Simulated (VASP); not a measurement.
A run of VASP 6.6.1:

INCAR

```
ALGO = Normal ; EDIFF = 1E-7
EDIFFG = -0.02 ; ENCUT = 600
GGA = PE ; IBRION = 2
ISIF = 3 ; ISMEAR = -1
LASPH = True ; LCHARG = False
LREAL = False ; LWAVE = False
NELM = 80 ; NSW = 80
PREC = Accurate ; SIGMA = 0.05
```

File KPOINTS:

```
k-points
0
Gamma
  8 8 8
```

File POSCAR:

```
Si
1.0
    0.0000000000      2.7150000000      2.7150000000
    2.7150000000      0.0000000000      2.7150000000
    2.7150000000      2.7150000000      0.0000000000
Si
2
Direct
    0.0000000000      0.0000000000      0.0000000000
    0.2500000000      0.2500000000      0.2500000000
```

Potentials or basis: VASP PAW PBE potentials, release 64 (Si).

Command:

```console
$ cat potpaw_PBE.64/Si/POTCAR > POTCAR
$ mpirun -np 1 vasp_std > vasp.out
```

Hardware: 1 thread of Intel Xeon 8259CL (shared host).

Question: Estimate the wall time of this run.

Answer: It took 33 s on 1 thread of Intel Xeon 8259CL, with other jobs on the host, peak memory 0.17 GiB. Counts: scf iterations 28, k points 29, ion steps 3.
